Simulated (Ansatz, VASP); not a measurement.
# One calculation of HfB2, two programs

```xyz
3
Lattice="3.1400 0.0000 0.0000 -1.5700 2.7193 0.0000 0.0000 0.0000 3.4800" Properties=species:S:1:pos:R:3 pbc="T T T"
Hf    0.0000    0.0000    0.0000
B     1.5700    0.9064    1.7400
B     0.0000    1.8129    1.7400
```

Alike in both runs: functional PBEsol; k mesh 10 × 10 × 8; occupations fermi-dirac, width 0.05 eV; non-collinear spin, spin-orbit coupling.

```csv
,VASP,Ansatz
version,VASP 6.6.1,Ansatz 0.2.0
potentials or method,"VASP PAW PBE potentials, release 64 (Hf_pv, B)",Ansatz PAW
plane-wave cutoff (eV),520,420
valence electrons in the cell,16,32
task,single point,band structure
```

```tsv
	VASP	Ansatz	Ansatz less VASP
pressure (GPa)	-4.4	-4.7	-0.25
traceless stress, the component that is largest in VASP (GPa)	-0.44	-0.81	-0.372
net moment per atom (μB)	0.00	0.00	0.000
```

VASP's potentials were made for PBE, not for PBEsol. VASP's potentials hold 16 valence electrons a cell and Ansatz's 32, so a difference there can come from the potentials and not from the codes.
